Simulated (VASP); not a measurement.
Crystal: BiB.

```xyz
2
Lattice="0.0000 2.6268 2.6268 2.6268 0.0000 2.6268 2.6268 2.6268 0.0000" Properties=species:S:1:pos:R:3 pbc="T T T"
B     0.0000    0.0000    0.0000
Bi    2.6268    2.6268    2.6268
```

Base run:

| Property | Result |
| --- | --- |
| Program | VASP 6.6.1 |
| Functional | PBEsol |
| Potentials or basis | VASP PAW PBE potentials, release 64 (B, Bi_d) |
| Cutoff | 500 eV |
| k mesh | 6 × 6 × 6 |
| Occupations | fermi-dirac, width 0.02 eV |
| Spin | no spin polarisation |

Its results: band gap on the k mesh zero (bands 9 and 10 overlap by 4.08 eV); pressure -2.1 GPa.

**Question.** After a change of settings the same cell gave: band gap on the k mesh zero (bands 9 and 10 overlap by 4.08 eV); pressure -5.4 GPa. Which change was it?
A. functional from PBEsol to HSE06; cutoff from 500 eV to 520 eV; k mesh from 6 × 6 × 6 to 4 × 4 × 4
B. spin from no spin polarisation to collinear spin, zero start; further incar settings from ALGO = Normal; EDIFF = 1e-06; NBANDS = 16 to ALGO = Normal; EDIFF = 1e-06; NBANDS = 20
C. dispersion from none to D3(BJ)
D. occupations from fermi-dirac, width 0.02 eV to gaussian, width 0.001 eV

**Answer.** C.

Dispersion adds attraction, which lowers the pressure at fixed volume and, as a term added to the energy, leaves the levels alone.

Caveats: the PAW data sets were made with another functional, which shifts forces and pressure a little; spin-orbit coupling is left out, which moves the levels of the heavy elements; the cell stands under tension (at least some runs).
